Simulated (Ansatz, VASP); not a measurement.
## Ti in VASP and in Ansatz

The input INCAR:

```
SYSTEM = Ti
ALGO     = Normal         ! electronic algorithm
EDIFF    = 1E-6           ! SCF threshold, eV
ENCUT    = 520            ! plane-wave cutoff, eV
GGA      = PS             ! functional
ISIF     = 2              ! what is computed and relaxed
ISMEAR   = -1             ! smearing method
LASPH    = .TRUE.         ! aspherical terms in the spheres
LCHARG   = .FALSE.        ! write CHGCAR
LREAL    = .FALSE.        ! projectors in reciprocal space
LWAVE    = .FALSE.        ! write WAVECAR
NBANDS   = 19             ! bands
NELM     = 60             ! most SCF steps
PREC     = Accurate       ! precision mode
SIGMA    = 0.1            ! smearing width, eV
```

File KPOINTS:

```
k-points
0
G
  16 16 8
  0 0 0
```

The input POSCAR:

```
Ti
1.0
   -1.9778464234      1.6227836469      1.4479732526
    1.6227836469     -1.9778464234      1.4479732526
    3.5974466004      3.5974466004     -2.0982713779
Ti
2
Direct
    0.9584060301      0.0415939699      0.0000000000
    0.7915939699      0.2084060301      0.5000000000
```

Input for Ansatz:

```yaml
crystal:
  lattice:
    - [-1.9778464234, 1.6227836469, 1.4479732526]
    - [1.6227836469, -1.9778464234, 1.4479732526]
    - [3.5974466004, 3.5974466004, -2.0982713779]
  atoms:
    - { symbol: Ti, position: [0.9584060301, 0.0415939699, 0.0] }
    - { symbol: Ti, position: [0.7915939699, 0.2084060301, 0.5] }
hamiltonian:
  xc: pbesol
  pseudopotentials:
    kind: paw
    azcp:
      Ti: "pseudopotentials/Ti.paw.azcp"
basis:
  ecutwfc: 420
  fft_grid_basis: typed
kpoints:
  mp_grid: { grid: [16, 16, 8], shift: [0, 0, 0] }
magnetization:
  spin_polarized: false
scf:
  occupations: { method: fermi_dirac, width: 0.1 }
  lower_state_search: "off"
output:
  stress: true
  write_density: true
  write_potential: true
  elf: true
  volumetric_format: npy
```

Alike in both runs: task single point; functional PBEsol; k mesh 16 × 16 × 8; occupations fermi-dirac, width 0.1 eV; no spin polarisation.

```csv
,VASP,Ansatz
version,VASP 6.6.1,Ansatz 0.2.0
potentials or method,"VASP PAW PBE potentials, release 64 (Ti_sv), cutoff 520 eV","plane waves (420 eV) with PAW, scalar-relativistic"
valence electrons in the cell,24,24
```

VASP gave:

| Quantity | Value |
| --- | --- |
| pressure (GPa) | -4.5 |
| traceless stress, the component that is largest in VASP (GPa) | -0.06 |

Problem. Estimate Ansatz's values.

Solution. Pressure (GPa): -4.3; traceless stress, the component that is largest in VASP (GPa): -0.06.

VASP's potentials were made for PBE, not for PBEsol, and Ansatz warns of the same on its side.
